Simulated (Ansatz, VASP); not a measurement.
Pt in VASP and in Ansatz

```
CELL_PARAMETERS angstrom
2.72352 0.00000 0.00000
-0.90784 2.56776 0.00000
-0.90784 -1.28388 2.22375
ATOMIC_POSITIONS crystal
Pt 0.00000 0.00000 0.00000
```

Alike in both runs: functional BLYP; dispersion D3(BJ); k mesh 13 × 13 × 13; occupations fermi-dirac, width 0.05 eV; no spin polarisation.

Ansatz relaxed the structure, and its values are those at the end. VASP's run is a single point on that final structure, the one shown.

|  | VASP | Ansatz |
| --- | --- | --- |
| version | VASP 6.6.1 | Ansatz 0.2.0 |
| potentials or method | VASP PAW PBE potentials, release 64 (Pt_sv_GW), cutoff 570 eV | plane waves, PAW |
| valence electrons in the cell | 18 | 18 |

```tsv
	VASP	Ansatz	Ansatz less VASP
pressure (GPa)	-0.2	0.0	+0.21
```

VASP's potentials were made for PBE, not for BLYP. Ansatz's warnings: stress scf threshold loose.

Neither program's run includes spin-orbit coupling.
